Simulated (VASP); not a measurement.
Runs of VASP 6.6.1 on CdSe (zincblende type). The structure is that of space group F-43m (No. 216), or close to it. The cells are those of the table. 

```csv
cell,gap on the mesh (eV),pressure (GPa)
"a = 3.256 Å, angles 60.0°, 2 atoms",0.55,308.8
"a = 4.132 Å, angles 60.0°, 2 atoms",0.61,6.5
"a = 3.417 Å, angles 60.0°, 2 atoms",(a),181.0
"a = 4.009 Å, angles 60.0°, 2 atoms",0.78,(b)
"a = 3.736 Å, angles 60.0°, 2 atoms",(c),57.4
"a = 4.249 Å, angles 60.0°, 2 atoms",0.44,(d)
```

Alike in all rows: task single point; level LDA; potentials or basis VASP PAW LDA potentials, release 64 (Cd, Se); no spin polarisation; k mesh 12 × 12 × 12; cutoff (eV) 520; smearing fermi-dirac 0.05 eV.

Problem. Fill in the values left out.

Solution. (a) 1.01; (b) 16.2; (c) 1.11; (d) 0.5.

A k mesh can miss the band edges, and the runs leave out spin-orbit coupling on Cd, Se.
